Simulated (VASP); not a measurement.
Write the native input for VASP 6.6.1 that does the following.

* Task: density of states
* Functional: PBE
* Potentials or basis: VASP PAW PBE potentials, release 64 (Ba_sv)
* Cutoff: 520 eV
* k mesh: 10 × 10 × 10
* Occupations: fermi-dirac, width 0.1 eV
* Spin: no spin polarisation
* Dipole correction: no
* k mesh for the DOS: 15 × 15 × 15
* Occupations for the DOS: tetrahedron
* Further INCAR settings: ALGO = Normal; EDIFF = 1e-07; NBANDS = 11

The system is Ba.

```
CELL_PARAMETERS angstrom
0.00000 2.43628 2.43628
2.43628 0.00000 2.43628
2.43628 2.43628 0.00000
ATOMIC_POSITIONS crystal
Ba 0.00000 0.00000 0.00000
```

This cell differs from its parent crystal: volume scaled by 0.45.

One way to write it, as run:

POSCAR

```
Ba
1.0
    0.0000000000      2.4362750038      2.4362750038
    2.4362750038      0.0000000000      2.4362750038
    2.4362750038      2.4362750038      0.0000000000
Ba
1
Direct
    0.0000000000      0.0000000000      0.0000000000
```

INCAR.step1

```
SYSTEM = Ba
PREC = Accurate ; ENCUT = 520
EDIFF = 1E-7 ; ISMEAR = -1
SIGMA = 0.1 ; LREAL = .False.
LASPH = .True. ; NELM = 60
ALGO = Normal ; ISIF = 2
LWAVE = .False. ; LCHARG = .True.
GGA = PE ; NBANDS = 11
```

KPOINTS.step1

```
Automatic mesh
0
Gamma
  10 10 10
  0 0 0
```

INCAR.step2

```
SYSTEM = Ba
PREC = Accurate ; ENCUT = 520
EDIFF = 1E-7 ; ISMEAR = -5
SIGMA = 0.1 ; LREAL = .False.
LASPH = .True. ; NELM = 60
ALGO = Normal ; ISIF = 2
LWAVE = .False. ; LCHARG = .False.
GGA = PE ; LORBIT = 10
NBANDS = 11 ; NEDOS = 1001
ICHARG = 11
```

KPOINTS.step2

```
Automatic mesh
0
Gamma
  15 15 15
  0 0 0
```

Potentials or basis: VASP PAW PBE potentials, release 64 (Ba_sv).

Command:

```bash
$ cat potpaw_PBE.64/Ba_sv/POTCAR > POTCAR
$ cp INCAR.step1 INCAR
$ cp KPOINTS.step1 KPOINTS
$ mpirun -np 1 vasp_std > vasp.out
$ cp INCAR.step2 INCAR
$ cp KPOINTS.step2 KPOINTS
$ mpirun -np 1 vasp_std > vasp.out
```

It gave:

The valence electrons inside the program's atomic spheres are Ba 8.42.

Caveat: spin-orbit coupling is left out, which moves the levels of the heavy elements.

Run time: 19 s on 1 thread of Intel(R) Xeon(R) 6975P-C (Granite Rapids) (shared host), peak memory 0.17 GiB.
